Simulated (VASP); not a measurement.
# KI (rocksalt type): relaxation of cell and atoms with PBE

KI (rocksalt type):

```
K I
1.0
     0.00000    3.12954    3.12954
     3.12954    0.00000    3.12954
     3.12954    3.12954    0.00000
K I
1 1
Direct
  0.00000 0.00000 0.00000
  0.50000 0.50000 0.50000
```

| Property | Result |
| --- | --- |
| Program | VASP 6.6.1 |
| Task | relaxation of cell and atoms |
| Functional | PBE |
| Potentials or basis | VASP PAW PBE potentials, release 64 (K_sv, I) |
| Cutoff | 600 eV |
| k mesh | 10 × 10 × 10 |
| Occupations | fermi-dirac, width 0.03 eV |
| Spin | no spin polarisation |
| Dipole correction | no |
| Further INCAR settings | ALGO = Normal; EDIFF = 1e-07; IBRION = 2; EDIFFG = -0.005; NSW = 100; ISIF = 3 |

```yaml
Relaxed_volume: 46.38 Å³/atom
Relaxed_cell: a = 5.081 Å, b = 5.081 Å, c = 5.081 Å, α = 60.00°, β = 60.00°, γ = 60.00°
Space_group_after_relaxing_to_0.1_Å: Fm-3m (No. 225)
Energy_gained_by_relaxing: 394.0 meV/atom
Ionic_steps: 23
Pressure_after_relaxing: 0.0 GPa
Band_gap_on_the_k_mesh: 3.85 eV
```

The path:
| step | energy change (eV) | largest force (eV/Å) | pressure (GPa) | volume (Å³) |
| --- | --- | --- | --- | --- |
| 1 | 0.0000 | 0.0000 | 11.96 | 61.30 |
| 2 | -0.7537 | 0.0000 | 1.36 | 83.93 |
| 3 | -0.7811 | 0.0000 | 0.55 | 88.62 |
| 4 | -0.7777 | 0.0000 | -0.54 | 98.52 |
| 5 | -0.7879 | 0.0000 | -0.05 | 93.25 |
| 6 | -0.7879 | 0.0000 | 0.03 | 92.52 |
| 7 | -0.7879 | 0.0000 | 0.04 | 92.52 |
| 8 | -0.7879 | 0.0000 | 0.04 | 92.52 |
| 9 | -0.7879 | 0.0000 | 0.04 | 92.52 |
| 10 | -0.7879 | 0.0000 | 0.04 | 92.52 |
| 11 | -0.7879 | 0.0000 | 0.04 | 92.52 |
| 12 | -0.7879 | 0.0000 | 0.04 | 92.52 |
| 13 | -0.7879 | 0.0000 | 0.04 | 92.52 |
| 14 | -0.7879 | 0.0000 | 0.04 | 92.52 |
| 15 | -0.7879 | 0.0000 | 0.04 | 92.52 |
| 16 | -0.7879 | 0.0000 | 0.04 | 92.52 |
| 17 | -0.7879 | 0.0000 | 0.04 | 92.52 |
| 18 | -0.7879 | 0.0000 | 0.04 | 92.53 |
| 19 | -0.7879 | 0.0000 | 0.03 | 92.54 |
| 20 | -0.7879 | 0.0000 | 0.03 | 92.55 |
| 21 | -0.7879 | 0.0000 | 0.03 | 92.58 |
| 22 | -0.7879 | 0.0000 | 0.02 | 92.64 |
| 23 | -0.7880 | 0.0000 | 0.01 | 92.75 |

Final structure:
```
K I
1.0
     0.00000    3.59281    3.59281
     3.59281    0.00000    3.59281
     3.59281    3.59281    0.00000
K I
1 1
Direct
  0.00000 0.00000 0.00000
  0.50000 0.50000 0.50000
```

Levels at points of the mesh, in eV from the valence-band top:
```
           k point  band 5  band 6  band 7  band 8  band 9  band 10  band 11  band 12
(0.00, 0.00, 0.00)  -10.43    0.00    0.00    0.00    3.85     6.51     6.51     6.51
(0.50, 0.00, 0.00)  -10.21   -1.21   -0.30   -0.30    5.47     7.55     8.04     8.04
(0.50, 0.50, 0.00)  -10.31   -0.92   -0.34   -0.34    5.01     5.65     8.04     8.55
```

Run time: 10 min on 1 thread of Intel Xeon 8259CL, with other jobs on the host, peak memory 0.24 GiB.

Caveat: the volume moved by over 15 % at a fixed basis, so the end points are rough; spin-orbit coupling is left out, which moves the levels of the heavy elements. A k mesh can miss the band edges.
